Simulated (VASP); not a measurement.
NaCl:

```
Na Cl
1.0
     2.86000    0.00000    0.00000
     0.00000    2.86000    0.00000
     0.00000    0.00000    2.86000
Na Cl
1 1
Direct
  0.00000 0.00000 0.00000
  0.50000 0.50000 0.50000
```

Base run:

| Quantity | Value |
| --- | --- |
| Program | VASP 6.6.1 |
| Functional | PBE |
| Potentials or basis | VASP PAW PBE potentials, release 64 (Na_pv, Cl) |
| Cutoff | 500 eV |
| k mesh | 8 × 8 × 8 |
| Occupations | fermi-dirac, width 0.02 eV |
| Spin | no spin polarisation |

Its results: band gap on the k mesh 4.42 eV; pressure 65.1 GPa.

Task: The run is repeated on the same cell with these changes: functional from PBE to LDA; potentials or basis from VASP PAW PBE potentials, release 64 (Na_pv, Cl) to VASP PAW LDA potentials, release 64 (Na_pv, Cl). What comes out?

Result: Band gap on the k mesh 4.04 eV; pressure 54.4 GPa.

Caveats: the cell stands under pressure.

A k mesh can miss the band edges.
